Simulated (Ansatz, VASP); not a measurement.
# Al4Cu in VASP and in Ansatz

```
CELL_PARAMETERS angstrom
2.86507 0.00000 0.00000
-1.43254 2.48123 0.00000
0.00000 0.00000 21.94851
ATOMIC_POSITIONS crystal
Al 0.33333 0.66667 0.84084
Al 0.33333 0.66667 0.05249
Al 0.33333 0.66667 0.44751
Al 0.33333 0.66667 0.65916
Al 0.66667 0.33333 0.94751
Al 0.66667 0.33333 0.15916
Al 0.66667 0.33333 0.34084
Al 0.66667 0.33333 0.55249
Cu 0.33333 0.66667 0.25000
Cu 0.66667 0.33333 0.75000
```

Alike in both runs: functional PBE; k mesh 6 × 6 × 1; occupations gaussian, width 0.1 eV; no spin polarisation.

Ansatz relaxed the structure, and its values are those at the end. VASP's run is a single point on that final structure, the one shown.

|  | VASP | Ansatz |
| --- | --- | --- |
| version | VASP 6.6.1 | Ansatz 0.2.0 |
| potentials or method | VASP PAW PBE potentials, release 64 (Al, Cu), cutoff 520 eV | scalar-relativistic, plane waves, PAW |
| valence electrons in the cell | 46 | 62 |

Ansatz gave:

| Item | Value |
| --- | --- |
| gap on the k mesh at the Fermi level (eV) | none |
| pressure (GPa) | 0.2 |
| rms of the force components (eV/Å) | 0.010 |

Problem. What did VASP give for the same quantities?

Solution. gap on the k mesh at the Fermi level (eV): none; pressure (GPa): 0.2; rms of the force components (eV/Å): 0.015.

A gap of «none» marks a metal or a gap that the smearing closes. VASP's potentials hold 46 valence electrons a cell and Ansatz's 62, so a difference there can come from the potentials and not from the codes.

The k mesh is coarse, so the values compare programs but aren't converged.
